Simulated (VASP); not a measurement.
A run of VASP 6.6.1 is set up as follows.

INCAR

```
  PREC = Accurate
  ENCUT = 520
  EDIFF = 1E-6
  ISMEAR = -1
  SIGMA = 0.1
  LREAL = F
  LASPH = T
  NELM = 80
  ALGO = Normal
  ISIF = 2
  LWAVE = F
  LCHARG = T
  GGA = RP
  LELF = T
  LVHAR = T
  NBANDS = 12
```

KPOINTS

```
regular mesh
0
Gamma
  13 13 13
```

Contents of POSCAR:

```
Zr
1.0
    0.0000000000      2.1883757507      2.1883757507
    2.1883757507      0.0000000000      2.1883757507
    2.1883757507      2.1883757507      0.0000000000
Zr
1
Direct
    0.0000000000      0.0000000000      0.0000000000
```

Potentials or basis: VASP PAW PBE potentials, release 64 (Zr_sv).

Run with:

```bash
$ cat potpaw_PBE.64/Zr_sv/POTCAR > POTCAR
$ mpirun -np 1 vasp_std > vasp.out
```

Estimate the pressure.

13.4 GPa.

Predict the band gap on the k mesh.

zero (band 6 reaches 11.20 eV, above the bottom of band 7 at 9.57 eV).

Caveat: the PAW data sets were made with another functional, which shifts forces and pressure a little.
